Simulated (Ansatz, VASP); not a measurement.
## MoS: VASP beside Ansatz

```xyz
2
Lattice="0.0000 2.9756 2.9756 2.9756 0.0000 2.9756 2.9756 2.9756 0.0000" Properties=species:S:1:pos:R:3 pbc="T T T"
Mo    0.0000    0.0000    0.0000
S     1.4878    1.4878    1.4878
```

Alike in both runs: task relaxation of cell and atoms; functional PBE; k mesh 12 × 12 × 12; occupations gaussian, width 0.1 eV; collinear spin; Hubbard terms Mo d U = 4.38 eV.

|  | VASP | Ansatz |
| --- | --- | --- |
| version | VASP 6.6.1 | Ansatz 0.2.0 |
| potentials or method | VASP PAW PBE potentials, release 64 (Mo_sv, S), cutoff 600 eV | scalar-relativistic, plane waves, PAW |
| valence electrons in the cell | 20 | 20 |

Ansatz gave:

| Item | Value |
| --- | --- |
| gap on the k mesh at the Fermi level, each at its own relaxed structure (eV) | none |
| net moment per atom (μB) | 2.00 |
| size of the moment on the site where the two differ most (μB) | 2.98 |
| relaxed volume (Å³/atom) | 26.35 |
| relaxed cell length with the largest relative difference (Å) | 4.208 |

Task: Which values does VASP return?

Result: gap on the k mesh at the Fermi level, each at its own relaxed structure (eV): none; net moment per atom (μB): 2.00; size of the moment on the site where the two differ most (μB): 3.55; relaxed volume (Å³/atom): 25.94; relaxed cell length with the largest relative difference (Å): 4.186.

Site moments also hang on the region over which each program counts them. The programs project onto different local orbitals, so the same U acts differently, and such runs can settle in different states. A gap of «none» marks a metal or a gap that the smearing closes. Ansatz's warnings: filled band counts differ across k points.
